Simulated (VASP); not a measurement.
# Si63O (a cell with a defect) in VASP: a series of runs

Si63O (a cell with a defect) is run at these levels: PBE; tasks: single point.

Program: VASP 6.6.1. These are calculated values, not measurements. Logs are shortened: lines on timing, memory, paths and dates and some standing lists are left out, and cuts for length are marked.

### 1 The cell of the first run

The cell holds a defect, 64 atoms: a = 10.161 Å, b = 10.690 Å, c = 14.247 Å, α = 108.32°, β = 92.88°, γ = 109.83°.

### 2 Single point, PBE, collinear spin

INCAR reads:

```
ALGO = Normal
EDIFF = 1E-7
ENCUT = 520
GGA = PE
ISIF = 2
ISMEAR = 0
ISPIN = 2
LASPH = T
LCHARG = T
LELF = T
LORBIT = 11
LREAL = Auto
LVHAR = T
LWAVE = F
MAGMOM = 0.2 0 0 0 0 0 0 0 0 0 0 0 0 0 0 0 0 0 0 0 0.2 0 0 0 0 0 0 0.2 0 0 0 0 0.2 0 0 0 0 0 0 0 0 0 0 0 0 0 0 0 0 0 0 0 0 0 0.2 0 0 0 0 0 0 0 0 0
NBANDS = 171
NELM = 150
PREC = Accurate
SIGMA = 0.05
```

KPOINTS reads:

```
k-points
0
Gamma
  1 1 1
```

POSCAR reads:

```
Si63O
1.0
    6.6508880000      6.6508890000      3.8447710000
   -9.9763330000      3.3254440000      1.9223860000
    3.3254440000     -9.9763330000      9.6119280000
O Si
1 63
Direct
    0.0647094852      0.8340418455      0.9328723092
    0.3739030771      0.7088645418      0.7069703399
    0.1387520618      0.7098138989      0.2067775974
    0.6337649303      0.4555770129      0.4552133670
    0.8908974077      0.2001436830      0.2015738937
    0.3847747238      0.4566118874      0.9558595965
    0.6358408479      0.2007881429      0.7071365263
    0.1331623384      0.4567328548      0.4555222219
    0.3903288288      0.2127070186      0.2011953870
    0.1336840405      0.2002841826      0.7021559170
    0.8853800338      0.9553326758      0.4482397933
    0.6382716068      0.9648222636      0.9566807322
    0.8760877485      0.6991029173      0.7069588210
    0.3837729140      0.9559118154      0.4626968298
    0.6314914728      0.7141114051      0.2024983596
    0.8847261412      0.4569438373      0.9544331730
    0.1192690526      0.5521445963      0.0458565418
    0.3652790832      0.2950123874      0.7958065579
    0.6209852519      0.0458038128      0.5465624138
    0.1220784160      0.2972602934      0.2970784170
    0.3494890891      0.0634570093      0.0344141266
    0.1160198158      0.0443859180      0.5415931193
    0.8708506844      0.8013113431      0.2847357993
    0.6096563305      0.7995029996      0.7954815669
    0.8666304129      0.5449395951      0.5464145346
    0.3692131358      0.8022436189      0.3007551128
    0.6148096776      0.5465177557      0.0477058978
    0.0950197456      0.7783543791      0.8146680394
    0.3662892266      0.5508834077      0.5476196935
    0.8706884551      0.2885689535      0.7999471697
    0.6237704216      0.3010236051      0.2943040982
    0.8815818085      0.0436358199      0.0392487364
    0.0733571552      0.1384849374      0.9630176020
    0.2767205670      0.8870515481      0.7215399653
    0.5484109070      0.6383534120      0.4583411625
    0.0554688385      0.8862856957      0.1920051783
    0.3000327544      0.6391586467      0.9568287409
    0.0441361711      0.6378177284      0.4564944350
    0.8045371037      0.3855672009      0.2047938222
    0.5418826010      0.3793687153      0.7041844549
    0.7944483234      0.1345375052      0.4530625470
    0.3008080157      0.3946207266      0.2095827837
    0.5480696605      0.1438693904      0.9578543316
    0.0415336432      0.3768211067      0.7051512256
    0.2961581676      0.1331639179      0.4529859718
    0.7973750647      0.8846438644      0.7080855288
    0.5359382491      0.8921040126      0.2030712452
    0.7836678172      0.6271675189      0.9517896317
    0.2007572693      0.6081224675      0.7961592928
    0.4535199980      0.3663716931      0.5444698812
    0.7071733868      0.1180674999      0.2922774269
    0.2087713647      0.3748953551      0.0494837190
    0.4541637864      0.1159944818      0.7962299174
    0.2132853713      0.1173236351      0.2907593773
    0.9615309908      0.8516697440      0.0229417250
    0.7139119358      0.8686796253      0.5456090872
    0.9580060270      0.6214154387      0.2943747191
    0.4451963478      0.8814304394      0.0420640841
    0.6928801746      0.6133627335      0.7932519626
    0.2018151625      0.8683125548      0.5542611671
    0.4615472508      0.6257455348      0.2989744991
    0.9552482608      0.3653977272      0.5457032553
    0.7105540486      0.3727135470      0.0478092644
    0.9699676797      0.1109788796      0.8006522884
```

Potentials or basis: VASP PAW PBE potentials, release 64 (O, Si).

Started as:

```console
cat potpaw_PBE.64/O/POTCAR potpaw_PBE.64/Si/POTCAR > POTCAR
mpirun -np 1 vasp_gam > vasp.out
```

OUTCAR:

```text
EDIFF = 1E-7
   ENCUT = 520
   GGA = PE
   ISIF = 2
   ISMEAR = 0
   ISPIN = 2
   LASPH = T
   LORBIT = 11
   LREAL = Auto
   NELM = 150
   PREC = Accurate

 ion  position               nearest neighbor table
   1  0.065  0.834  0.933-  28 1.68  55 1.70
   2  0.374  0.709  0.707-  29 2.34  24 2.37  49 2.38  34 2.39
   3  0.139  0.710  0.207-  17 2.33  26 2.35  57 2.37  36 2.37
   4  0.634  0.456  0.455-  31 2.34  25 2.36  35 2.38  50 2.39
   5  0.891  0.200  0.202-  20 2.36  32 2.37  51 2.40  39 2.41
   6  0.385  0.457  0.956-  18 2.34  27 2.34  52 2.38  37 2.38
   7  0.636  0.201  0.707-  19 2.33  53 2.38  30 2.39  40 2.42
[... 11 lines left out ...]
  19  0.621  0.046  0.547-   7 2.33  14 2.36  56 2.38  41 2.38
  20  0.122  0.297  0.297-   8 2.33   5 2.36  54 2.38  42 2.39
  21  0.349  0.063  0.034-   9 2.33  43 2.37  58 2.48
  22  0.116  0.044  0.542-  10 2.32  11 2.35  60 2.38  45 2.38
  23  0.871  0.801  0.285-  11 2.36  15 2.38  57 2.41  36 2.44
  24  0.610  0.800  0.795-  12 2.35   2 2.37  59 2.40  46 2.41
  25  0.867  0.545  0.546-  13 2.34   4 2.36  62 2.38  38 2.39
  26  0.369  0.802  0.301-  14 2.34   3 2.35  61 2.37  47 2.39
  27  0.615  0.547  0.048-  15 2.32   6 2.34  48 2.35  63 2.37
  28  0.095  0.778  0.815-   1 1.68  13 2.36  49 2.36  34 2.51
  29  0.366  0.551  0.548-   2 2.34   8 2.36  35 2.39  50 2.41
  30  0.871  0.289  0.800-  16 2.33  44 2.38   7 2.39  64 2.44
  31  0.624  0.301  0.294-   4 2.34  51 2.37  39 2.38   9 2.38
  32  0.882  0.044  0.039-  33 2.36   5 2.37  55 2.40  12 2.42
  33  0.073  0.138  0.963-  52 2.30  32 2.36  64 2.38
  34  0.277  0.887  0.722-  53 2.36   2 2.39  60 2.39  28 2.51
  35  0.548  0.638  0.458-  61 2.34  56 2.34   4 2.38  29 2.39
  36  0.055  0.886  0.192-  54 2.36   3 2.37  55 2.41  23 2.44
  37  0.300  0.639  0.957-  49 2.33  58 2.37  17 2.38   6 2.38
  38  0.044  0.638  0.456-  60 2.35  57 2.36  25 2.39   8 2.40
  39  0.805  0.386  0.205-  63 2.33  57 2.35  31 2.38   5 2.41
[... 23 lines left out ...]
  63  0.711  0.373  0.048-  43 2.33  39 2.33  16 2.37  27 2.37
  64  0.970  0.111  0.801-  46 2.36  10 2.38  33 2.38  30 2.44

  LATTYP: Found a triclinic cell.
 ALAT       =    10.1612449887
 B/A-ratio  =     3.0241273988
 C/A-ratio  =     1.1803256044
 COS(alpha) =     0.0006103648
 COS(beta)  =     0.5449076326
 COS(gamma) =     0.7560318497

  Lattice vectors:

 A1 = (  -6.6508880000,  -6.6508890000,  -3.8447710000)
 A2 = ( -26.6035530000,  -0.0000010000, -15.3790840000)
 A3 = (   3.3254450000,  -9.9763330000,  -5.7671570000)

Analysis of symmetry for initial positions (statically):
=====================================================================
 Subroutine PRICEL returns:
 Original cell was already a primitive cell.

[... 278 lines left out ...]
  ext. energy  EPLUGINS =         0.00000000
  ---------------------------------------------------
  free energy    TOTEN  =      -340.39710399 eV

  energy without entropy =     -340.39710399  energy(sigma->0) =     -340.39710399

 E-fermi :   5.1158     XC(G=0):  -9.0688

 val. band max:        4.8452171273   @ k =   0.0000   0.0000   0.0000
 cond. band min:       5.7133485123   @ k =   0.0000   0.0000   0.0000
 fundamental gap:      0.8681313850
 Fermi energy:         5.1158243160

 spin component 1

 k-point     1 :       0.0000    0.0000    0.0000
  band No.  band energies     occupation
      1     -15.1212      1.00000
      2      -6.5968      1.00000
      3      -6.0115      1.00000
      4      -5.9221      1.00000
      5      -5.6050      1.00000
      6      -5.5060      1.00000
[... 133 lines left out ...]
    140       6.7009      0.00000
    141       6.7993      0.00000
 Fermi energy:         5.1158243160

 spin component 2

 k-point     1 :       0.0000    0.0000    0.0000
  band No.  band energies     occupation
      1     -15.1212      1.00000
      2      -6.5968      1.00000
      3      -6.0115      1.00000
      4      -5.9221      1.00000
      5      -5.6050      1.00000
      6      -5.5060      1.00000
[... 133 lines left out ...]
    140       6.7009      0.00000
    141       6.7993      0.00000
 [bands above 141 left out]

------------------------ aborting loop because EDIFF is reached ----------------------------------------

  FORCE on cell =-STRESS in cart. coord.  units (eV):
  Direction    XX          YY          ZZ          XY          YZ          ZX
  --------------------------------------------------------------------------------------
  -------------------------------------------------------------------------------------
  Total       -5.2632847     -0.6332160     11.0790525     -8.3395398      1.1498156    -10.2736456
  in kB       -6.1979434     -0.7456631     13.0464802     -9.8204824      1.3540009    -12.0980485
  external PRESSURE =       2.0342912 kB  Pullay stress =       0.0000000 kB

 VOLUME and BASIS-vectors are now :
 -----------------------------------------------------------------------------
  energy-cutoff  :      520.00
  volume of cell :     1360.57
      direct lattice vectors                 reciprocal lattice vectors
     6.650888000  6.650889000  3.844771000     0.037588962  0.075177924  0.065023377
    -9.976333000  3.325444000  1.922386000    -0.075177924  0.037588958  0.065023369
     3.325444000 -9.976333000  9.611928000     0.000000004 -0.037588961  0.065023374

 POSITION                                       TOTAL-FORCE (eV/Angst)
 -----------------------------------------------------------------------------------
     -4.78809     -6.10271     10.81884        -0.017432     -0.026098      0.015336
     -2.23409     -2.20889      9.59563        -0.002023      0.000982     -0.004559
     -5.47089      1.22039      3.88554         0.002003      0.003465     -0.001303
      1.18390      1.18874      7.68795        -0.001032     -0.001032     -0.003935
      4.59888      4.57986      5.74756         0.002029      0.002349     -0.001861
      1.18244     -5.45844     11.54481         0.000473     -0.007439      0.001347
[... 56 lines left out ...]
      1.16649      5.48829      3.90796         0.000600     -0.001175     -0.000807
      8.00651     -1.16737     11.63846        -0.004075     -0.009183     -0.001618
 -----------------------------------------------------------------------------------
    total drift:                               -0.018345     -0.005037      0.000774

  FREE ENERGIE OF THE ION-ELECTRON SYSTEM (eV)
  ---------------------------------------------------
  free  energy   TOTEN  =      -340.3971039893 eV

  energy  without entropy=     -340.3971039893  energy(sigma->0) =     -340.39710399

 total charge

# of ion       s       p       d       tot
------------------------------------------
    1        1.559   3.578   0.000   5.137
    2        0.749   0.926   0.000   1.675
    3        0.751   0.935   0.000   1.686
    4        0.753   0.925   0.000   1.678
    5        0.750   0.911   0.000   1.662
    6        0.751   0.934   0.000   1.685
[... 56 lines left out ...]
   63        0.756   0.936   0.000   1.692
   64        0.758   0.902   0.000   1.660
--------------------------------------------------
tot         49.107  61.422   0.000 110.529

 magnetization (x)

# of ion       s       p       d       tot
------------------------------------------
    1       -0.000  -0.000   0.000  -0.000
    2       -0.000  -0.000   0.000  -0.000
    3        0.000  -0.000   0.000   0.000
    4       -0.000  -0.000   0.000  -0.000
    5        0.000   0.000   0.000   0.000
    6       -0.000   0.000   0.000   0.000
[... 56 lines left out ...]
   63       -0.000   0.000   0.000   0.000
   64        0.000   0.000   0.000   0.000
--------------------------------------------------
tot         -0.000  -0.000   0.000  -0.000
```

Run time: 19 min. Hardware: 1 thread of AMD EPYC 7R13 (Zen 3), shared host; peak memory 1.6 GiB.

Results:

```
Free energy                                           : -340.3971 eV
Pressure                                              : 0.2 GPa
Largest force                                         : 0.053 eV/Å
Band gap on the k mesh                                : 0.87 eV
Net moment                                            : 0.00 μB per cell
Valence electrons inside the program's atomic spheres : O 5.14; Si 1.68, 1.69, 1.66, 1.67, 1.61, 1.65, 1.70, 1.59, 1.63, 1.60, 1.64 (each value once)
```

Forces on the atoms (eV/Å):
```
O   -0.017 -0.026  0.015
Si  -0.002  0.001 -0.005
Si   0.002  0.003 -0.001
Si  -0.001 -0.001 -0.004
Si   0.002  0.002 -0.002
Si   0.000 -0.007  0.001
Si   0.003  0.001 -0.003
Si   0.003  0.004 -0.004
Si   0.001 -0.001 -0.002
Si  -0.002  0.004  0.004
Si  -0.002  0.000 -0.002
Si  -0.006  0.000  0.005
Si  -0.001 -0.004  0.008
Si   0.000  0.001 -0.001
Si   0.000 -0.001  0.004
Si  -0.005  0.000  0.003
Si   0.004  0.000  0.003
Si   0.000  0.005  0.003
Si   0.003 -0.001  0.002
Si   0.000 -0.003 -0.001
Si   0.009  0.016  0.003
Si  -0.002  0.002 -0.003
Si  -0.001 -0.001  0.009
Si   0.001 -0.002  0.007
Si  -0.002  0.001  0.008
Si   0.003 -0.003 -0.006
Si  -0.002  0.005 -0.008
Si   0.009  0.031 -0.042
Si  -0.001 -0.001  0.002
Si  -0.002 -0.004  0.003
Si  -0.003  0.000  0.002
Si   0.004  0.003 -0.008
Si  -0.003 -0.005 -0.003
Si   0.003  0.011  0.006
Si   0.003  0.000  0.003
Si  -0.004 -0.009 -0.001
Si   0.003 -0.001 -0.004
Si   0.002 -0.002  0.000
Si   0.004 -0.003  0.002
Si  -0.006  0.002  0.003
Si   0.004 -0.004 -0.001
Si  -0.001  0.001 -0.005
Si  -0.004 -0.013 -0.005
Si  -0.004 -0.003 -0.002
Si   0.000 -0.002 -0.001
Si   0.003  0.001 -0.007
Si   0.004  0.005 -0.003
Si  -0.003 -0.003  0.003
Si   0.001  0.002  0.012
Si   0.006  0.002 -0.001
Si  -0.002  0.002  0.002
Si  -0.001  0.003 -0.001
Si   0.000 -0.005  0.004
Si  -0.001  0.002 -0.001
Si   0.014  0.003  0.021
Si  -0.004  0.000  0.000
Si   0.001  0.002 -0.008
Si  -0.007 -0.004  0.007
Si   0.005  0.001 -0.004
Si  -0.002 -0.005 -0.002
Si   0.001  0.002  0.002
Si  -0.003  0.003 -0.002
Si   0.001 -0.001 -0.001
Si  -0.004 -0.009 -0.002
```

Levels at points of the mesh, in eV from the valence-band top:
Spin up:
| k point | band 127 | band 128 | band 129 | band 130 | band 131 | band 132 |
| --- | --- | --- | --- | --- | --- | --- |
| (0.00, 0.00, 0.00) | -0.15 | -0.04 | 0.00 | 0.87 | 1.27 | 1.35 |
Spin down:
```tsv
k point	band 125	band 126	band 127	band 128	band 129	band 130	band 131	band 132	band 133	band 134
(0.00, 0.00, 0.00)	-0.32	-0.21	-0.15	-0.04	0.00	0.87	1.27	1.35	1.39	1.44
```

Caveat: the k points lie up to 0.67 Å⁻¹ apart.

### 3 Single point, PBE, collinear spin, zero start

INCAR reads:

```
SYSTEM = Si63O
ALGO = Normal ; EDIFF = 1E-6
ENCUT = 520 ; GGA = PE
ISIF = 2 ; ISMEAR = 0
ISPIN = 2 ; LASPH = .TRUE.
LCHARG = .FALSE. ; LORBIT = 11
LREAL = Auto ; LWAVE = .FALSE.
MAGMOM = 0 0 0 0 0 0 0 0 0 0 0 0 0 0 0 0 0 0 0 0 0 0 0 0 0 0 0 0 0 0 0 0 0 0 0 0 0 0 0 0 0 0 0 0 0 0 0 0 0 0 0 0 0 0 0 0 0 0 0 0 0 0 0 0 ; NBANDS = 171
NELM = 150 ; PREC = Accurate
SIGMA = 0.05
```

KPOINTS reads:

```
k-points
0
G
  1 1 1
  0 0 0
```

POSCAR is that of step 2.

Potentials or basis: VASP PAW PBE potentials, release 64 (O, Si).

Started as:

```console
cat potpaw_PBE.64/O/POTCAR potpaw_PBE.64/Si/POTCAR > POTCAR
mpirun -np 1 vasp_gam > vasp.out
```

It took 20 min on 1 thread of Intel Xeon Platinum 8259CL at 2.50GHz (Skylake/Cascade Lake), shared host; peak memory 1.6 GiB.

The run converged. Its results:

```yaml
Free_energy: -340.3971 eV
Pressure: 0.2 GPa
Largest_force: 0.054 eV/Å
Band_gap_on_the_k_mesh: 0.87 eV
Net_moment: 0.00 μB per cell
Valence_electrons_inside_the_program's_atomic_spheres: O 5.14; Si 1.68, 1.69, 1.66, 1.67, 1.61, 1.65, 1.70, 1.59, 1.63, 1.60, 1.64 (each value once)
```

Forces on the atoms (eV/Å):
```
O   -0.017 -0.026  0.016
Si  -0.002  0.001 -0.005
Si   0.002  0.003 -0.001
Si  -0.001 -0.001 -0.004
Si   0.002  0.002 -0.002
Si   0.000 -0.007  0.001
Si   0.003  0.001 -0.003
Si   0.003  0.004 -0.004
Si   0.001 -0.001 -0.002
Si  -0.002  0.004  0.004
Si  -0.002  0.000 -0.002
Si  -0.006  0.000  0.005
Si   0.000 -0.004  0.008
Si   0.000  0.001 -0.001
Si   0.000 -0.001  0.004
Si  -0.005  0.000  0.003
Si   0.004  0.000  0.003
Si   0.000  0.005  0.003
Si   0.003 -0.001  0.002
Si   0.000 -0.003 -0.001
Si   0.009  0.016  0.003
Si  -0.002  0.002 -0.003
Si  -0.001 -0.001  0.009
Si   0.001 -0.002  0.007
Si  -0.002  0.001  0.008
Si   0.003 -0.003 -0.006
Si  -0.002  0.005 -0.008
Si   0.009  0.032 -0.042
Si  -0.001 -0.001  0.002
Si  -0.002 -0.004  0.003
Si  -0.003  0.000  0.002
Si   0.004  0.003 -0.008
Si  -0.003 -0.005 -0.002
Si   0.003  0.011  0.006
Si   0.003  0.000  0.003
Si  -0.004 -0.009 -0.001
Si   0.003 -0.001 -0.004
Si   0.002 -0.002  0.000
Si   0.004 -0.003  0.002
Si  -0.006  0.002  0.003
Si   0.004 -0.004 -0.001
Si  -0.001  0.001 -0.005
Si  -0.004 -0.013 -0.005
Si  -0.004 -0.003 -0.002
Si   0.000 -0.002 -0.001
Si   0.003  0.001 -0.007
Si   0.004  0.005 -0.003
Si  -0.003 -0.003  0.003
Si   0.001  0.002  0.012
Si   0.005  0.002 -0.001
Si  -0.002  0.002  0.002
Si  -0.001  0.003 -0.001
Si   0.000 -0.005  0.004
Si  -0.001  0.002 -0.001
Si   0.013  0.003  0.021
Si  -0.004  0.000  0.000
Si   0.001  0.002 -0.008
Si  -0.007 -0.004  0.007
Si   0.005  0.001 -0.004
Si  -0.002 -0.005 -0.002
Si   0.001  0.002  0.002
Si  -0.003  0.003 -0.002
Si   0.001 -0.001 -0.001
Si  -0.004 -0.009 -0.002
```

Stress tensor (GPa, compression positive):
```
-0.62 -0.98 -1.21
-0.98 -0.08  0.14
-1.21  0.14  1.30
```

Levels at points of the mesh, in eV from the valence-band top:
Spin up:
| k point | band 127 | band 128 | band 129 | band 130 | band 131 | band 132 |
| --- | --- | --- | --- | --- | --- | --- |
| (0.00, 0.00, 0.00) | -0.15 | -0.04 | 0.00 | 0.87 | 1.27 | 1.35 |
Spin down:
| k point | band 126 | band 127 | band 128 | band 129 | band 130 | band 131 | band 132 | band 133 |
| --- | --- | --- | --- | --- | --- | --- | --- | --- |
| (0.00, 0.00, 0.00) | -0.21 | -0.15 | -0.04 | 0.00 | 0.87 | 1.27 | 1.35 | 1.39 |

Caveat: the k points lie up to 0.67 Å⁻¹ apart.
